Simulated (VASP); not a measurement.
Set up this calculation in VASP 6.6.1, as the native input.

```
Task                   : single point
Functional             : BLYP
Potentials or basis    : VASP PAW PBE potentials, release 64 (Rb_sv)
Cutoff                 : 520 eV
k mesh                 : 13 × 13 × 13
Occupations            : fermi-dirac, width 0.1 eV
Spin                   : no spin polarisation
Dipole correction      : no
Further INCAR settings : ALGO = Normal; EDIFF = 1e-06; NBANDS = 10
```

The structure of Rb lies in POSCAR:

```
Rb
1.0
   -2.8397561932      2.8397561932      2.8397561932
    2.8397561932     -2.8397561932      2.8397561932
    2.8397561932      2.8397561932     -2.8397561932
Rb
1
Direct
    0.0000000000      0.0000000000      0.0000000000
```

This cell differs from its parent crystal: volume scaled by 0.96.

The input as run:

INCAR

```
SYSTEM = Rb
PREC     = Accurate       ! precision mode
ENCUT    = 520            ! plane-wave cutoff, eV
EDIFF    = 1E-6           ! SCF threshold, eV
ISMEAR   = -1             ! smearing method
SIGMA    = 0.1            ! smearing width, eV
LREAL    = .FALSE.        ! projectors in reciprocal space
LASPH    = .TRUE.         ! aspherical terms in the spheres
NELM     = 80             ! most SCF steps
ALGO     = Normal         ! electronic algorithm
ISIF     = 2              ! what is computed and relaxed
LWAVE    = .FALSE.        ! write WAVECAR
LCHARG   = .FALSE.        ! write CHGCAR
GGA      = B5             ! functional
ALDAX    = 1.0          
AGGAX    = 1.0          
AGGAC    = 1.0          
ALDAC    = 0.0          
NBANDS   = 10             ! bands
```

KPOINTS

```
regular mesh
0
G
  13 13 13
  0 0 0
```

Potentials or basis: VASP PAW PBE potentials, release 64 (Rb_sv).

Command:

```bash
$ cat potpaw_PBE.64/Rb_sv/POTCAR > POTCAR
$ mpirun -np 1 vasp_std > vasp.out
```

Results of the run:

The pressure is 0.1 GPa.

Caveat: the PAW data sets were made with another functional, which shifts forces and pressure a little.

Run time: 33 s on 1 thread of Intel(R) Xeon(R) 6975P-C (Granite Rapids), on a shared host, peak memory 0.26 GiB.
